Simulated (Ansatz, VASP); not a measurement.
# CsRh3 in VASP and in Ansatz

INCAR

```
SYSTEM = CsRh3
PREC     = Accurate       ! precision mode
ENCUT    = 600            ! plane-wave cutoff, eV
EDIFF    = 1E-7           ! SCF threshold, eV
ISMEAR   = 0              ! smearing method
SIGMA    = 0.1            ! smearing width, eV
LREAL    = .False.        ! projectors in reciprocal space
LASPH    = .True.         ! aspherical terms in the spheres
NELM     = 100            ! most SCF steps
ALGO     = Normal         ! electronic algorithm
ISIF     = 3              ! what is computed and relaxed
LWAVE    = .False.        ! write WAVECAR
LCHARG   = .False.        ! write CHGCAR
GGA      = PE             ! functional
IBRION   = 2              ! ionic algorithm
NSW      = 90             ! ionic steps
EDIFFG   = -0.04          ! ionic threshold
```

KPOINTS

```
Automatic mesh
0
Gamma
  4 4 4
  0 0 0
```

The input POSCAR:

```
CsRh3
1.0
    4.3454268198      0.0000000000      0.0000000000
    0.0000000000      4.3454268198      0.0000000000
    0.0000000000      0.0000000000      4.3454268198
Cs Rh
1 3
Direct
    0.0000000000      0.0000000000      0.0000000000
    0.0000000000      0.5000000000      0.5000000000
    0.5000000000      0.0000000000      0.5000000000
    0.5000000000      0.5000000000      0.0000000000
```

Input for Ansatz:

```yaml
crystal:
  lattice:
    - [4.3454268198, 0.0, 0.0]
    - [0.0, 4.3454268198, 0.0]
    - [0.0, 0.0, 4.3454268198]
  atoms:
    - { symbol: Cs, position: [0.0, 0.0, 0.0] }
    - { symbol: Rh, position: [0.0, 0.5, 0.5] }
    - { symbol: Rh, position: [0.5, 0.0, 0.5] }
    - { symbol: Rh, position: [0.5, 0.5, 0.0] }
basis:
  ecutwfc: 420
kpoints:
  mp_grid: { grid: [4, 4, 4] }
hamiltonian:
  xc: pbe
scf:
  occupations: { method: gaussian, width: 0.1 }
  lower_state_search: "off"
output:
  forces: true
  stress: true
  eigenvalues: true
relax:
  adjacent_minimum: "off"
  f_tol: 0.04
  max_steps: 70
  cell: { stress_tol: 0.4 }
```

Alike in both runs: task relaxation of cell and atoms; functional PBE; k mesh 4 × 4 × 4; occupations gaussian, width 0.1 eV; no spin polarisation.

```csv
,VASP,Ansatz
version,VASP 6.6.1,Ansatz 0.2.0
potentials or method,"VASP PAW PBE potentials, release 64 (Cs_sv, Rh_pv), cutoff 600 eV","scalar-relativistic, plane waves, PAW"
valence electrons in the cell,54,60
```

```tsv
	VASP	Ansatz	Ansatz less VASP
gap on the k mesh at the Fermi level, each at its own relaxed structure (eV)	none	none	-
relaxed volume (Å³/atom)	18.48	18.18	-0.303
relaxed cell length with the largest relative difference (Å)	4.197	4.174	-0.0230
```

A gap of «none» marks a metal or a gap that the smearing closes. VASP's potentials hold 54 valence electrons a cell and Ansatz's 60, so a difference there can come from the potentials and not from the codes.

The k mesh is coarse, so the values compare programs but aren't converged. Spin-orbit coupling is off throughout.
